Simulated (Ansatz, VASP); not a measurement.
**Two plane-wave programs on TiNb2As3**

```
Ti Nb As
1.0
     5.64548    0.00000    0.00000
    -2.82274    4.88913    0.00000
     0.00000    0.00000    4.11847
Ti Nb As
1 2 3
Direct
  0.00000 0.00000 0.00000
  0.33333 0.66667 0.00000
  0.66667 0.33333 0.00000
  0.50000 0.00000 0.50000
  0.50000 0.50000 0.50000
  0.00000 0.50000 0.50000
```

Change from the starting cell: species swapped into the YbCo3B2 type (P6/mmm, No. 191).

Alike in both runs: functional PBE; k mesh 3 × 3 × 6; occupations gaussian, width 0.1 eV; no spin polarisation.

Ansatz relaxed the structure, and its values are those at the end. VASP's run is a single point on that final structure, the one shown.

|  | VASP | Ansatz |
| --- | --- | --- |
| version | VASP 6.6.1 | Ansatz 0.2.0 |
| potentials or method | VASP PAW PBE potentials, release 64 (Ti_sv, Nb_sv, As), cutoff 500 eV | scalar-relativistic, plane waves, PAW |
| valence electrons in the cell | 53 | 83 |

|  | VASP | Ansatz | Ansatz less VASP |
| --- | --- | --- | --- |
| gap on the k mesh at the Fermi level (eV) | none | none | - |
| pressure (GPa) | 0.2 | 0.2 | -0.03 |

A gap of «none» marks a metal or a gap that the smearing closes. VASP's potentials hold 53 valence electrons a cell and Ansatz's 83, so a difference there can come from the potentials and not from the codes.

The k mesh is coarse, so the values compare programs but aren't converged.
